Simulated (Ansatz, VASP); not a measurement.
IrSe: VASP beside Ansatz

POSCAR

```
IrSe
1.0
    0.0000000000      2.6346835366      2.6346835366
    2.6346835366      0.0000000000      2.6346835366
    2.6346835366      2.6346835366      0.0000000000
Ir Se
1 1
Direct
    0.5000000000      0.5000000000      0.5000000000
    0.0000000000      0.0000000000      0.0000000000
```

INCAR.step1

```
ALGO = Normal ; EDIFF = 1E-4
ENCUT = 520 ; GGA = PE
ISMEAR = 0 ; LASPH = T
LCHARG = F ; LREAL = F
LWAVE = T ; NBANDS = 14
NELM = 60 ; PREC = Accurate
SIGMA = 0.05
```

File INCAR.step2:

```
ALGO = Normal ; EDIFF = 1E-7
ENCUT = 520 ; ISIF = 2
ISMEAR = 0 ; ISTART = 1
LASPH = T ; LCHARG = T
LELF = T ; LMIXTAU = T
LREAL = F ; LVHAR = T
LWAVE = F ; METAGGA = R2SCAN
NBANDS = 14 ; NELM = 60
PREC = Accurate ; SIGMA = 0.05
```

File KPOINTS:

```
k-points
0
Gamma
  12 12 12
```

Input for Ansatz:

```yaml
crystal:
  lattice:
    - [0.0, 2.6346835366, 2.6346835366]
    - [2.6346835366, 0.0, 2.6346835366]
    - [2.6346835366, 2.6346835366, 0.0]
  atoms:
    - { symbol: Ir, position: [0.5, 0.5, 0.5] }
    - { symbol: Se, position: [0.0, 0.0, 0.0] }
basis:
  ecutwfc: 500
  ecutrho_ratio: 4
kpoints:
  mp_grid: { grid: [12, 12, 12] }
hamiltonian:
  xc: r2scan
scf:
  occupations: { method: gaussian, width: 0.05 }
output:
  forces: true
  stress: true
  eigenvalues: true
```

Alike in both runs: task single point; functional r2SCAN; k mesh 12 × 12 × 12; occupations gaussian, width 0.05 eV; no spin polarisation.

```csv
,VASP,Ansatz
version,VASP 6.6.1,Ansatz 0.2.0
potentials or method,"VASP PAW PBE potentials, release 64 (Ir, Se), cutoff 520 eV","scalar-relativistic, plane waves, PAW"
valence electrons in the cell,15,33
```

|  | VASP | Ansatz | Ansatz less VASP |
| --- | --- | --- | --- |
| gap on the k mesh at the Fermi level (eV) | none | none | - |
| pressure (GPa) | -9.3 | -9.8 | -0.47 |

VASP's potentials were made for PBE, not for r2SCAN. A gap of «none» marks a metal or a gap that the smearing closes. VASP's potentials hold 15 valence electrons a cell and Ansatz's 33, so a difference there can come from the potentials and not from the codes.

Spin-orbit coupling is off throughout.
